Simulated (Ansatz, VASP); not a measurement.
## SiGe4W: VASP beside Ansatz

INCAR

```
SYSTEM = SiGe4W
ALGO = Normal ; EDIFF = 1E-6
EDIFFG = -0.04 ; ENCUT = 600
GGA = PE ; IBRION = 2
ISIF = 3 ; ISMEAR = 0
LASPH = .TRUE. ; LCHARG = .FALSE.
LREAL = .FALSE. ; LWAVE = .FALSE.
NELM = 100 ; NSW = 90
PREC = Accurate ; SIGMA = 0.1
```

The input KPOINTS:

```
k-points
0
G
  6 6 2
  0 0 0
```

The input POSCAR:

```
SiGe4W
1.0
    3.4125211300      0.0000000000      0.0000000000
   -1.7062605700      2.9553299900      0.0000000000
    0.0000000000      0.0000000000     11.7515815500
Si Ge W
1 4 1
Direct
    0.0000000000      0.0000000000      0.5000000000
    0.6666666700      0.3333333300      0.8897569800
    0.6666666700      0.3333333300      0.3766410100
    0.3333333300      0.6666666700      0.6233589900
    0.3333333300      0.6666666700      0.1102430200
    0.0000000000      0.0000000000      0.0000000000
```

Input for Ansatz:

```yaml
crystal:
  lattice:
    - [3.41252113, 0.0, 0.0]
    - [-1.70626057, 2.95532999, 0.0]
    - [0.0, 0.0, 11.75158155]
  atoms:
    - { symbol: Si, position: [0.0, 0.0, 0.5] }
    - { symbol: Ge, position: [0.66666667, 0.33333333, 0.88975698] }
    - { symbol: Ge, position: [0.66666667, 0.33333333, 0.37664101] }
    - { symbol: Ge, position: [0.33333333, 0.66666667, 0.62335899] }
    - { symbol: Ge, position: [0.33333333, 0.66666667, 0.11024302] }
    - { symbol: W, position: [0.0, 0.0, 0.0] }
basis:
  ecutwfc: 420
kpoints:
  mp_grid: { grid: [6, 6, 2] }
hamiltonian:
  xc: pbe
scf:
  occupations: { method: gaussian, width: 0.1 }
  lower_state_search: "off"
output:
  forces: true
  stress: true
  eigenvalues: true
relax:
  adjacent_minimum: "off"
  f_tol: 0.04
  max_steps: 70
  cell: { stress_tol: 0.4 }
```

Change from the starting cell: species swapped into the ZrTiS4 type (P-3m1, No. 164).

Alike in both runs: task relaxation of cell and atoms; functional PBE; k mesh 6 × 6 × 2; occupations gaussian, width 0.1 eV; no spin polarisation.

|  | VASP | Ansatz |
| --- | --- | --- |
| version | VASP 6.6.1 | Ansatz 0.2.0 |
| potentials or method | VASP PAW PBE potentials, release 64 (Si, Ge_d, W_sv), cutoff 600 eV | scalar-relativistic, plane waves, PAW |
| valence electrons in the cell | 74 | 74 |

|  | VASP | Ansatz | Ansatz less VASP |
| --- | --- | --- | --- |
| gap on the k mesh at the Fermi level, each at its own relaxed structure (eV) | none | none | - |
| relaxed volume (Å³/atom) | 17.78 | 17.75 | -0.036 |
| relaxed length of the cell vector where the two differ most in proportion (Å) | 10.966 | 10.950 | -0.0151 |

A gap of «none» marks a metal or a gap that the smearing closes.

Spin-orbit coupling is off throughout.
